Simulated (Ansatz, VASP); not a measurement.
## CdSe: VASP beside Ansatz

Contents of INCAR:

```
SYSTEM = CdSe
PREC = Accurate ; ENCUT = 520
EDIFF = 1E-6 ; ISMEAR = 0
SIGMA = 0.05 ; LREAL = .False.
LASPH = .True. ; NELM = 60
ALGO = Normal ; ISIF = 2
LWAVE = .False. ; LCHARG = .False.
GGA = PE ; NBANDS = 26
```

Contents of KPOINTS:

```
Automatic mesh
0
Gamma
  6 6 4
  0 0 0
```

Contents of POSCAR:

```
CdSe
1.0
    4.2984999142      0.0000000000      0.0000000000
   -2.1492499571      3.7226101239      0.0000000000
    0.0000000000      0.0000000000      6.6644400000
Cd Se
2 2
Direct
    0.6666666667      0.3333333333      0.0000000000
    0.3333333333      0.6666666667      0.5000000000
    0.6666666667      0.3333333333      0.3750000000
    0.3333333333      0.6666666667      0.8750000000
```

Input for Ansatz:

```yaml
crystal:
  lattice:
    - [4.2984999142, 0.0, 0.0]
    - [-2.1492499571, 3.7226101239, 0.0]
    - [0.0, 0.0, 6.66444]
  atoms:
    - { symbol: Cd, position: [0.6666666667, 0.3333333333, 0.0] }
    - { symbol: Cd, position: [0.3333333333, 0.6666666667, 0.5] }
    - { symbol: Se, position: [0.6666666667, 0.3333333333, 0.375] }
    - { symbol: Se, position: [0.3333333333, 0.6666666667, 0.875] }
basis:
  ecutwfc: 420
kpoints:
  mp_grid: { grid: [6, 6, 4] }
hamiltonian:
  xc: pbe
scf:
  occupations: { method: gaussian, width: 0.05 }
output:
  forces: true
  stress: true
  eigenvalues: true
```

Change from the starting cell: strain +0.000 along x and y, -0.050 along z, atoms carried along.

Alike in both runs: task single point; functional PBE; k mesh 6 × 6 × 4; occupations gaussian, width 0.05 eV; no spin polarisation.

|  | VASP | Ansatz |
| --- | --- | --- |
| version | VASP 6.6.1 | Ansatz 0.2.0 |
| potentials or method | VASP PAW PBE potentials, release 64 (Cd, Se), cutoff 520 eV | scalar-relativistic, plane waves, PAW |
| valence electrons in the cell | 36 | 72 |

|  | VASP | Ansatz | Ansatz less VASP |
| --- | --- | --- | --- |
| gap on the k mesh at the Fermi level (eV) | 0.79 | 0.79 | 0.000 |
| least direct gap on the mesh (eV) | 0.79 | 0.79 | 0.000 |
| pressure (GPa) | 7.1 | 6.7 | -0.42 |
| traceless stress, the component that is largest in VASP (GPa) | 4.67 | 4.55 | -0.114 |
| rms of the force components (eV/Å) | 0.384 | 0.372 | -0.0121 |

Atom by atom the forces differ by 0.012 eV/Å (rms over components). VASP's potentials hold 36 valence electrons a cell and Ansatz's 72, so a difference there can come from the potentials and not from the codes.
